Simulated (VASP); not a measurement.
Runs of VASP 6.6.1 on CoW3. The structure is that of space group Pm-3m (No. 221), or close to it. The cells are those of the table. 

| spin | fixed moment (μB) | cell | k mesh | cutoff (eV) | gap on the mesh (eV) | pressure (GPa) | moment (μB) |
| --- | --- | --- | --- | --- | --- | --- | --- |
| off | - | a = 3.907 Å, 4 atoms | 7 × 7 × 7 | 520 | none | -9.9 | - |
| collinear, ferromagnetic start | - | a = 3.985, b = 3.985, c = 3.907 Å, 4 atoms | 6 × 6 × 6 | 520 | none | -19.3 | 0.45 |
| collinear, ferromagnetic start | 4.0 | a = 3.907 Å, 4 atoms | 6 × 6 × 6 | 600 | - | -2.1 | 4.00 |
| collinear, ferromagnetic start | - | a = 3.907 Å, 4 atoms | 7 × 7 × 7 | 520 | none | (a) | 0.00 |
| collinear, ferromagnetic start | - | a = 4.064, b = 4.064, c = 3.907 Å, 4 atoms | 6 × 6 × 6 | 520 | none | -26.6 | (b) |
| collinear, ferromagnetic start | 3.0 | a = 3.907 Å, 4 atoms | 6 × 6 × 6 | 600 | - | -5.2 | 3.00 |

Alike in all rows: task single point; level PBEsol; potentials or basis VASP PAW PBE potentials, release 64 (W_sv, Co); smearing fermi-dirac 0.05 eV.

Task: Estimate the missing entries.

Result: (a) -10.1; (b) 0.69.

Caveats: the PAW data sets were made with another functional, which shifts forces and pressure a little; spin-orbit coupling is left out, which moves the levels of the heavy elements; the total moment is fixed, so each spin has its own Fermi level (some runs).

A k mesh can miss the band edges, and the runs leave out spin-orbit coupling on W.

A gap of «none» marks levels without a gap at the run's occupations.
